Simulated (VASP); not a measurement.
# Zn in VASP: relaxation of cell and atoms with PBE

Aim: the relaxation of cell and atoms of Zn with PBE.

Program: VASP 6.6.1. These are calculated values, not measurements. Logs are shortened: lines on timing, memory, paths and dates and some standing lists are left out, and cuts for length are marked.

### Step 1. The cell of the first run

The typed cell holds 1 atom: a = 3.039 Å, b = 3.039 Å, c = 3.039 Å, α = 119.88°, β = 119.89°, γ = 90.20°.

### Step 2. Relaxation of cell and atoms, PBE

INCAR reads:

```
SYSTEM = Zn
PREC     = Accurate       ! precision mode
ENCUT    = 600            ! plane-wave cutoff, eV
EDIFF    = 1E-6           ! SCF threshold, eV
ISMEAR   = 0              ! smearing method
SIGMA    = 0.1            ! smearing width, eV
LREAL    = .False.        ! projectors in reciprocal space
LASPH    = .True.         ! aspherical terms in the spheres
NELM     = 100            ! most SCF steps
ALGO     = Normal         ! electronic algorithm
ISIF     = 3              ! what is computed and relaxed
LWAVE    = .False.        ! write WAVECAR
LCHARG   = .False.        ! write CHGCAR
GGA      = PE             ! functional
IBRION   = 2              ! ionic algorithm
NSW      = 80             ! ionic steps
EDIFFG   = -0.05          ! ionic threshold
```

KPOINTS reads:

```
Automatic mesh
0
Gamma
  10 10 10
  0 0 0
```

POSCAR reads:

```
Zn
1.0
   -1.5222767439      1.5220073136      2.1452658653
    1.5222767439     -1.5220073136      2.1452658653
    1.5222767439      1.5220073136     -2.1452658653
Zn
1
Direct
    0.5000000000      0.5000000000      0.0000000000
```

Potentials or basis: VASP PAW PBE potentials, release 64 (Zn).

Started as:

```
> cat potpaw_PBE.64/Zn/POTCAR > POTCAR
> mpirun -np 1 vasp_std > vasp.out
```

OUTCAR:

```text
SYSTEM = Zn
   PREC = Accurate
   ENCUT = 600
   EDIFF = 1E-6
   ISMEAR = 0
   LREAL = .False.
   LASPH = .True.
   NELM = 100
   ISIF = 3
   GGA = PE
   IBRION = 2
   NSW = 80
   EDIFFG = -0.05

 ion  position               nearest neighbor table
   1  0.500  0.500  0.000-

  LATTYP: Found a body centered orthorhombic cell.
 ALAT       =     3.0440146272
 B/A-ratio  =     1.0001770230
 C/A-ratio  =     1.4094977377

  Lattice vectors:

 A1 = (   1.5222767439,  -1.5220073136,  -2.1452658653)
 A2 = (  -1.5222767439,   1.5220073136,  -2.1452658653)
 A3 = (   1.5222767439,   1.5220073136,   2.1452658653)

Analysis of symmetry for initial positions (statically):
=====================================================================
 Subroutine PRICEL returns:
 Original cell was already a primitive cell.

 Routine SETGRP: Setting up the symmetry group for a
 body centered orthorhombic supercell.

 Subroutine GETGRP returns: Found  8 space group operations
 (whereof  8 operations were pure point group operations)
 out of a pool of  8 trial point group operations.

The static configuration has the point symmetry D_2h.

Analysis of symmetry for dynamics (positions and initial velocities):
=====================================================================
 Subroutine PRICEL returns:
 Original cell was already a primitive cell.

 Routine SETGRP: Setting up the symmetry group for a
 body centered orthorhombic supercell.

 Subroutine GETGRP returns: Found  8 space group operations
 (whereof  8 operations were pure point group operations)
 out of a pool of  8 trial point group operations.

The dynamic configuration has the point symmetry D_2h.

 Subroutine INISYM returns: Found  8 space group operations
 (whereof  8 operations are pure point group operations),
 and found     1 'primitive' translations

----------------------------------------------------------------------------------------

                                     Primitive cell

  volume of cell :      19.8816

  direct lattice vectors                    reciprocal lattice vectors
    -1.522276744  1.522007314  2.145265865     0.000000000  0.328513533  0.233071345
     1.522276744 -1.522007314  2.145265865     0.328455389  0.000000000  0.233071345
     1.522276744  1.522007314 -2.145265865     0.328455389  0.328513533  0.000000000

  length of vectors
[... 104 lines left out ...]
   LORBIT       =      0    0 simple, 1 ext, 2 COOP (PROOUT), +10 PAW based schemes
   GGA     = PE    functional components
   LHFCALC =     F    Hartree Fock is set to
   AEXX    =    0.0000 exact exchange contribution
   IVDW    =     0    specifies the selected vdW correction
   LEPSILON=     F    determine dielectric tensor
   LRPA    =     F    only Hartree local field effects (RPA)
 conjugate gradient relaxation of ions
 non-spin polarized calculation
 Gauss-broadening in eV      SIGMA  =   0.10
  energy-cutoff  :      600.00
  volume of cell :       19.88
 maximum number of plane-waves:       678
   NGX = 13   NGY = 13   NGZ = 13

--------------------------------------- Ionic step        1  -------------------------------------------

 number of electron      12.0000013 magnetization

 Free energy of the ion-electron system (eV)
  ---------------------------------------------------
  ext. energy  EPLUGINS =         0.00000000
  ---------------------------------------------------
  free energy    TOTEN  =        -0.91335896 eV

  energy without entropy =       -0.91113641  energy(sigma->0) =       -0.91224769

------------------------ aborting loop because EDIFF is reached ----------------------------------------

  FORCE on cell =-STRESS in cart. coord.  units (eV):
  Direction    XX          YY          ZZ          XY          YZ          ZX
  --------------------------------------------------------------------------------------
  -------------------------------------------------------------------------------------
  Total       -1.0870622     -1.0881975     -1.1037407     -0.0000000      0.0000000      0.0000000
  in kB      -87.6018995    -87.6933851    -88.9459526     -0.0000000      0.0000000      0.0000000
  external PRESSURE =     -88.0804124 kB  Pullay stress =       0.0000000 kB
[... 86 lines left out ...]
  FREE ENERGIE OF THE ION-ELECTRON SYSTEM (eV)
  ---------------------------------------------------
  free  energy   TOTEN  =        -1.0864786945 eV

  energy  without entropy=       -1.0839115627  energy(sigma->0) =       -1.08519513

[... ionic steps 4 to 32 ...]

--------------------------------------- Ionic step       33  -------------------------------------------

 number of electron      11.9999997 magnetization

------------------------ aborting loop because EDIFF is reached ----------------------------------------
[... 65 lines left out ...]
--------------------------------------- Ionic step       35  -------------------------------------------

 number of electron      11.9999996 magnetization

 Free energy of the ion-electron system (eV)
  ---------------------------------------------------
  ext. energy  EPLUGINS =         0.00000000
  ---------------------------------------------------
  free energy    TOTEN  =        -1.09434529 eV

  energy without entropy =       -1.09306733  energy(sigma->0) =       -1.09370631

 E-fermi :   3.0191     XC(G=0): -11.5267

 val. band max:        3.0108430909   @ k =  -0.2000   0.4000   0.2000
 cond. band min:       3.0201502089   @ k =   0.4000   0.4000   0.0000
 fundamental gap:      0.0093071181
 Fermi energy:         3.0190832850

 k-point     1 :       0.0000    0.0000    0.0000
  band No.  band energies     occupation
      1      -7.2650      2.00000
      2      -4.6902      2.00000
      3      -4.5672      2.00000
      4      -4.5105      2.00000
      5      -4.2296      2.00000
      6      -4.1658      2.00000
      7      19.8240      0.00000
      8      20.1335      0.00000
      9      22.6894      0.00000
     10      22.9243      0.00000
[... 287 lines left out ...]
 k-point    24 :      -0.3000    0.2000   -0.0000
  band No.  band energies     occupation
      1      -5.1758      2.00000
      2      -4.8542      2.00000
      3      -4.4057      2.00000
      4      -4.2553      2.00000
      5      -4.0459      2.00000
      6      -3.7379      2.00000
      7      12.5996      0.00000
      8      14.4993      0.00000
      9      15.3970      0.00000
     10      17.7139      0.00000

 [... further k-points ...]
[... 5 lines left out ...]
  --------------------------------------------------------------------------------------
  -------------------------------------------------------------------------------------
  Total        0.0286038      0.0092614     -0.0369314      0.0000000      0.0000000      0.0000000
  in kB        2.9943729      0.9695246     -3.8661407      0.0000000      0.0000000      0.0000000
  external PRESSURE =       0.0325856 kB  Pullay stress =       0.0000000 kB
[... 16 lines left out ...]
  FREE ENERGIE OF THE ION-ELECTRON SYSTEM (eV)
  ---------------------------------------------------
  free  energy   TOTEN  =        -1.0943452896 eV

  energy  without entropy=       -1.0930673339  energy(sigma->0) =       -1.09370631

 reached required accuracy - stopping structural energy minimisation
```

CONTCAR:

```text
Zn
   1.00000000000000
    -1.4573255125414184    1.3566784957150710    1.9352427550195170
     1.4573255125414184   -1.3566784957150710    1.9352427550195170
     1.4573255125414184    1.3566784957150710   -1.9352427550195170
  Zn
     1
Direct
     0.5000000000000000    0.5000000000000000    0.0000000000000000

  0.00000000E+00  0.00000000E+00  0.00000000E+00
```

It took 11 min on 1 thread of AMD EPYC 7R43 (Zen 3), shared host; peak memory 0.15 GiB.

Results:

```
Free energy                            : -1.0943 eV
Relaxed volume                         : 15.30 Å³/atom
Relaxed cell                           : a = 2.777 Å, b = 2.777 Å, c = 2.777 Å, α = 116.68°, β = 121.50°, γ = 91.63°
Space group after relaxing (to 0.05 Å) : Immm (No. 71)
Energy gained by relaxing              : 181.0 meV/atom
Ionic steps                            : 35
Pressure after relaxing                : 0.0 GPa
Band gap on the k mesh                 : zero (band 6 reaches 4.47 eV, above the bottom of band 7 at 1.18 eV)
```

Stress tensor (GPa, compression positive):
```
 0.30  0.00  0.00
 0.00  0.10  0.00
 0.00  0.00 -0.39
```

The path:
```tsv
step	energy change (eV)	largest force (eV/Å)	pressure (GPa)	volume (Å³)
1	0.0000	0.0000	-8.81	19.88
2	-0.1404	0.0000	-5.57	16.90
3	-0.1731	0.0000	-0.54	15.23
4	-0.1731	0.0000	0.40	15.08
5	-0.1733	0.0000	-0.10	15.17
6	-0.1734	0.0000	-0.26	15.21
7	-0.1736	0.0000	-0.39	15.23
8	-0.1742	0.0000	-0.60	15.29
9	-0.1739	0.0000	-0.91	15.39
10	-0.1744	0.0000	-0.79	15.34
11	-0.1744	0.0000	-0.67	15.32
12	-0.1747	0.0000	-0.30	15.26
13	-0.1747	0.0000	-0.37	15.25
14	-0.1747	0.0000	-0.24	15.24
15	-0.1748	0.0000	-0.15	15.21
16	-0.1752	0.0000	0.18	15.12
17	-0.1753	0.0000	1.02	14.95
18	-0.1754	0.0000	0.68	15.02
19	-0.1754	0.0000	0.76	15.01
20	-0.1755	0.0000	0.85	15.00
21	-0.1756	0.0000	1.04	14.97
22	-0.1760	0.0000	1.24	14.92
23	-0.1762	0.0000	2.00	14.81
24	-0.1762	0.0000	1.66	14.86
25	-0.1765	0.0000	1.71	14.86
26	-0.1771	0.0000	1.91	14.85
27	-0.1766	0.0000	2.33	14.84
28	-0.1772	0.0000	1.96	14.85
29	-0.1778	0.0000	1.82	14.89
30	-0.1792	0.0000	1.21	15.02
31	-0.1806	0.0000	0.13	15.27
32	-0.1806	0.0000	-0.18	15.34
33	-0.1807	0.0000	-0.14	15.33
34	-0.1808	0.0000	-0.10	15.32
35	-0.1810	0.0000	0.00	15.30
```

Final structure:
```cif
data_structure
_symmetry_space_group_name_H-M 'P 1'
_symmetry_Int_Tables_number 1
_cell_length_a 2.7766
_cell_length_b 2.7766
_cell_length_c 2.7766
_cell_angle_alpha 116.683
_cell_angle_beta 121.501
_cell_angle_gamma 91.629
_cell_volume 15.30
loop_
_atom_site_label
_atom_site_type_symbol
_atom_site_fract_x
_atom_site_fract_y
_atom_site_fract_z
_atom_site_occupancy
Zn1 Zn 0.50000 0.50000 0.00000 1
```

Caveat: the volume moved by over 15 % at a fixed basis, so the end points are rough.
